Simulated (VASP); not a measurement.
# TiSi16 (a cell with a defect) in VASP: notebook, part 2 of 2

VASP 6.6.1. Earlier steps stand in the parts before.

## 4. Single point, PBE

File INCAR:

```
PREC     = Accurate       # precision mode
ENCUT    = 520            # plane-wave cutoff, eV
EDIFF    = 1E-6           # SCF threshold, eV
ISMEAR   = -1             # smearing method
SIGMA    = 0.05           # smearing width, eV
LREAL    = Auto         
LASPH    = T              # aspherical terms in the spheres
NELM     = 100            # most SCF steps
ALGO     = Normal         # electronic algorithm
ISIF     = 2              # what is computed and relaxed
LWAVE    = F              # write WAVECAR
LCHARG   = F              # write CHGCAR
GGA      = PE             # functional
NBANDS   = 52             # bands
```

File KPOINTS:

```
regular mesh
0
Gamma
  2 2 2
```

File POSCAR:

```
TiSi16
1.0
    0.0000000000      5.4300000000      5.4300000000
    5.4300000000      0.0000000000      5.4300000000
    5.4300000000      5.4300000000      0.0000000000
Si Ti
16 1
Direct
    0.0256813996     -0.0874677716     -0.0320534070
   -0.0448158379      0.4416114180     -0.0166942910
    0.1543922652     -0.1183701657      0.3959023941
    0.1667771639      0.0496685083      0.5848250460
   -0.1468692449      0.7971823204     -0.1617311234
    0.1736372007      0.5358655617      0.1062338858
    0.0593554328      0.4599447514      0.4808471455
    0.2031399632      0.5360128913      0.6292173112
    0.3086095764      0.1822744015      0.0403222836
    0.6443093923      0.0923204420      0.1283057090
    0.5051841621     -0.0592725599      0.5626243094
    0.5446500921      0.0684254144      0.7752762431
    0.5482872928      0.5066666667      0.0548618785
    0.5357550645      0.7657366483      0.1697697974
    0.5914088398      0.4286464088      0.5149447514
    0.6593830571      0.5736740331      0.6706721915
    0.7887753223      0.1503959484      0.3093462247
```

Potentials or basis: VASP PAW PBE potentials, release 64 (Si, Ti_sv).

Command:

```
cat potpaw_PBE.64/Si/POTCAR potpaw_PBE.64/Ti_sv/POTCAR > POTCAR
mpirun -np 1 vasp_std > vasp.out
```

OUTCAR:

```text
PREC = Accurate
   ENCUT = 520
   EDIFF = 1E-6
   ISMEAR = -1
   LREAL = Auto
   LASPH = T
   NELM = 100
   ISIF = 2
   GGA = PE

 ion  position               nearest neighbor table
   1  0.026  0.913  0.968-   6 2.37   4 2.41  10 2.46   5 2.63
   2  0.955  0.442  0.983-   5 2.24   8 2.40   9 2.54  17 2.64  13 2.70   6 2.78  14 3.09
   3  0.154  0.882  0.396-   8 2.31   4 2.43  14 2.50  17 2.70   9 2.72   5 2.96
   4  0.167  0.050  0.585-  11 2.24   1 2.41   3 2.43   7 2.61   5 3.09
   5  0.853  0.797  0.838-   2 2.24  12 2.32  14 2.50   1 2.63   8 2.71   3 2.96   4 3.09
   6  0.174  0.536  0.106-   1 2.37   7 2.39   9 2.60  13 2.61   2 2.78
   7  0.059  0.460  0.481-   8 2.33   6 2.39  16 2.54   4 2.61
   8  0.203  0.536  0.629-   3 2.31   7 2.33   2 2.40  15 2.45   5 2.71   9 3.13
   9  0.309  0.182  0.040-  12 2.17   2 2.54   6 2.60  10 2.66  14 2.69   3 2.72   8 3.13
  10  0.644  0.092  0.128-  17 2.45   1 2.46   9 2.66  13 2.69  11 2.72  14 2.85
  11  0.505  0.941  0.563-   4 2.24  16 2.31  12 2.47  17 2.69  10 2.72
  12  0.545  0.068  0.775-   9 2.17   5 2.32  11 2.47  15 2.55  14 2.74  17 2.99
  13  0.548  0.507  0.055-  16 2.47  14 2.49   6 2.61  10 2.69   2 2.70  17 2.82
  14  0.536  0.766  0.170-  13 2.49   3 2.50   5 2.50  15 2.66   9 2.69  12 2.74  10 2.85   2 3.09

  15  0.591  0.429  0.515-  16 2.34   8 2.45  12 2.55  14 2.66  17 2.66
  16  0.659  0.574  0.671-  11 2.31  15 2.34  13 2.47   7 2.54
  17  0.789  0.150  0.309-  10 2.45   2 2.64  15 2.66  11 2.69   3 2.70  13 2.82  12 2.99

  LATTYP: Found a face centered cubic cell.
 ALAT       =    10.8600000000

  Lattice vectors:

 A1 = (   0.0000000000,   5.4300000000,   5.4300000000)
 A2 = (   5.4300000000,   0.0000000000,   5.4300000000)
 A3 = (   5.4300000000,   5.4300000000,   0.0000000000)

Analysis of symmetry for initial positions (statically):
=====================================================================
 Subroutine PRICEL returns:
 Original cell was already a primitive cell.

 Routine SETGRP: Setting up the symmetry group for a
 face centered cubic supercell.

 Subroutine GETGRP returns: Found  1 space group operations
 (whereof  1 operations were pure point group operations)
 out of a pool of 48 trial point group operations.

The static configuration has the point symmetry C_1 .

[... 155 lines left out ...]
   LRPA    =     F    only Hartree local field effects (RPA)
 non-spin polarized calculation
  energy-cutoff  :      520.00
  volume of cell :      320.21
 maximum number of plane-waves:      8646
 NGX is ok and might be reduce to    60
   NGX = 29   NGY = 29   NGZ = 29

 number of electron      75.9999999 magnetization

 Free energy of the ion-electron system (eV)
  ---------------------------------------------------
  ext. energy  EPLUGINS =         0.00000000
  ---------------------------------------------------
  free energy    TOTEN  =       -88.09123233 eV

  energy without entropy =      -88.04438569  energy(sigma->0) =      -88.06780901

 E-fermi :   6.6060     XC(G=0):  -9.8997

 val. band max:        6.5603290549   @ k =   0.5000   0.5000   0.5000
 cond. band min:       6.6179711320   @ k =   0.0000   0.0000   0.5000
 fundamental gap:      0.0576420772
 Fermi energy:         6.6059978153

 k-point     1 :       0.0000    0.0000    0.0000
  band No.  band energies     occupation
      1     -50.5574      2.00000
      2     -26.9000      2.00000
      3     -26.8186      2.00000
      4     -26.7663      2.00000
      5      -5.8658      2.00000
      6      -3.4207      2.00000
[... 413 lines left out ...]
     49       9.2228      0.00000
     50       9.3454      0.00000
 [bands above 50 left out]

------------------------ aborting loop because EDIFF is reached ----------------------------------------

  FORCE on cell =-STRESS in cart. coord.  units (eV):
  Direction    XX          YY          ZZ          XY          YZ          ZX
  --------------------------------------------------------------------------------------
  -------------------------------------------------------------------------------------
  Total       -8.7186092     -0.2405270     -0.5058143     -4.4437919     -1.4763955     -0.3375953
  in kB      -43.6242838     -1.2034970     -2.5308838    -22.2348812     -7.3872673     -1.6891862
  external PRESSURE =     -15.7862215 kB  Pullay stress =       0.0000000 kB

 VOLUME and BASIS-vectors are now :
 -----------------------------------------------------------------------------
  energy-cutoff  :      520.00
  volume of cell :      320.21
      direct lattice vectors                 reciprocal lattice vectors
     0.000000000  5.430000000  5.430000000    -0.092081031  0.092081031  0.092081031
     5.430000000  0.000000000  5.430000000     0.092081031 -0.092081031  0.092081031
     5.430000000  5.430000000  0.000000000     0.092081031  0.092081031 -0.092081031

 POSITION                                       TOTAL-FORCE (eV/Angst)
 -----------------------------------------------------------------------------------
     10.21100      5.39540      5.09450        -0.081146     -0.699489     -0.369008
      7.73730     10.52600      7.58460        -0.005972      1.076257     -1.160369
      6.93700      2.98810      5.62560         0.767089     -0.815323      0.702817
      3.44530      4.08120      1.17530         1.147314     -1.103509      0.179538
      8.88050      9.18430      8.96120         1.122094      0.264870      1.143484
      3.48660      1.51970      3.85260         0.055313      0.577302      0.258297
[... 9 lines left out ...]
      6.75680      7.22220      6.69550        -0.343638      1.241347      0.635898
      2.49640      5.96280      5.09970         0.490097      0.415568      0.736588
 -----------------------------------------------------------------------------------
    total drift:                               -0.002904     -0.002282     -0.002351

  FREE ENERGIE OF THE ION-ELECTRON SYSTEM (eV)
  ---------------------------------------------------
  free  energy   TOTEN  =       -88.0912323319 eV

  energy  without entropy=      -88.0443856938  energy(sigma->0) =      -88.06780901
```

OSZICAR:

```text
N       E                     dE             d eps       ncg     rms          rms(c)
DAV:   1     0.327055120845E+03    0.32706E+03   -0.30559E+04   856   0.127E+03
DAV:   2    -0.535415735836E+02   -0.38060E+03   -0.36169E+03   944   0.242E+02
DAV:   3    -0.893400348748E+02   -0.35798E+02   -0.34590E+02  1224   0.658E+01
DAV:   4    -0.919383015066E+02   -0.25983E+01   -0.25773E+01  1336   0.152E+01
DAV:   5    -0.920373193886E+02   -0.99018E-01   -0.98968E-01  1112   0.239E+00    0.162E+01
DAV:   6    -0.950261297555E+02   -0.29888E+01   -0.44662E+01  1248   0.260E+01    0.327E+01
DAV:   7    -0.889686076366E+02    0.60575E+01   -0.99474E+01  1208   0.462E+01    0.969E+00
DAV:   8    -0.883160948921E+02    0.65251E+00   -0.49951E+00   996   0.784E+00    0.358E+00
DAV:   9    -0.881291267652E+02    0.18697E+00   -0.67236E-01  1152   0.338E+00    0.144E+00
DAV:  10    -0.880911611487E+02    0.37966E-01   -0.17226E-01  1136   0.168E+00    0.616E-01
DAV:  11    -0.880916951412E+02   -0.53399E-03   -0.24895E-02  1176   0.627E-01    0.430E-01
DAV:  12    -0.880911835990E+02    0.51154E-03   -0.34658E-03  1104   0.259E-01    0.111E-01
DAV:  13    -0.880912453778E+02   -0.61779E-04   -0.24577E-04   984   0.732E-02    0.536E-02
DAV:  14    -0.880912306406E+02    0.14737E-04   -0.10068E-04  1120   0.486E-02    0.117E-02
DAV:  15    -0.880912320320E+02   -0.13914E-05   -0.64951E-06  1008   0.103E-02    0.570E-03
DAV:  16    -0.880912323319E+02   -0.29996E-06   -0.77447E-07   560   0.374E-03
   1 F= -.88091232E+02 E0= -.88067809E+02  d E =-.468466E-01
```

stdout:

```text
POSCAR found type information on POSCAR SiTi
 POSCAR found :  2 types and      17 ions
 scaLAPACK will be used
 LDA part: xc-table for (Slater+PW92), standard interpolation
 POSCAR, INCAR and KPOINTS ok, starting setup
 FFT: planning ... GRIDC
 FFT: planning ... GRID_SOFT
 FFT: planning ... GRID
 WAVECAR not read
 entering main loop
```

Run time: 4.2 min. Hardware: 1 thread of Intel Xeon Platinum 8259CL at 2.50GHz (Skylake/Cascade Lake), shared host; peak memory 0.5 GiB.

What came out:

* Free energy: -88.0912 eV
* Pressure: -1.6 GPa
* Largest force: 2.706 eV/Å
* Band gap on the k mesh: zero (band 38 reaches 6.83 eV, above the bottom of band 39 at 6.56 eV)

Forces in eV/Å, atoms in the order of the input:
```
Si  -0.081 -0.699 -0.369
Si  -0.006  1.076 -1.160
Si   0.767 -0.815  0.703
Si   1.147 -1.104  0.180
Si   1.122  0.265  1.143
Si   0.055  0.577  0.258
Si  -0.714 -0.375 -1.690
Si  -0.671  0.728  0.035
Si   2.020  0.587 -0.311
Si  -0.139 -0.706 -0.951
Si  -0.374  0.321  1.103
Si  -2.258 -1.080  1.028
Si  -0.793 -0.125 -0.355
Si   0.054  0.373 -0.593
Si  -0.277 -0.681 -0.394
Si  -0.344  1.241  0.636
Ti   0.490  0.416  0.737
```

Stress tensor (GPa, compression positive):
```
-4.36 -2.22 -0.17
-2.22 -0.12 -0.74
-0.17 -0.74 -0.25
```

Caveat: the k points lie up to 0.50 Å⁻¹ apart.
